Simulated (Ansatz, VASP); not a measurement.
Two plane-wave programs on Rh

```
Rh
1.0
     2.55987    0.00000    0.00000
    -1.27993    2.55428    0.00000
     0.00000    0.00000    8.03160
Rh
4
Cartesian
  0.0000 0.0000 0.0000
  0.0000 1.7029 2.0079
  0.0000 0.0000 4.0158
  1.2799 0.8514 6.0237
```

Change from the starting cell: strain +e along x and -e along y -0.0733, strain +e along z and -e/2 along x and y -0.0733.

Alike in both runs: task single point; functional LDA; k mesh 18 × 18 × 6; occupations gaussian, width 0.15 eV; no spin polarisation.

```csv
,VASP,Ansatz
version,VASP 6.6.1,Ansatz 0.2.0
potentials or method,"VASP PAW LDA potentials, release 64 (Rh_pv), cutoff 520 eV","scalar-relativistic, plane waves, PAW"
valence electrons in the cell,60,68
```

|  | VASP | Ansatz | Ansatz less VASP |
| --- | --- | --- | --- |
| gap on the k mesh at the Fermi level (eV) | none | none | - |
| pressure (GPa) | 12.9 | 11.9 | -0.97 |
| traceless stress, the component that is largest in VASP (GPa) | -28.57 | -28.39 | +0.182 |
| rms of the force components (eV/Å) | 0.228 | 0.223 | -0.0046 |

Ansatz warns that its potentials were made for another functional, while VASP's fit it. LDA's correlation is that of Perdew and Zunger in VASP and of Perdew and Wang (1992) in Ansatz. Atom by atom the forces differ by 0.005 eV/Å (rms over components). A gap of «none» marks a metal or a gap that the smearing closes. VASP's potentials hold 60 valence electrons a cell and Ansatz's 68, so a difference there can come from the potentials and not from the codes.
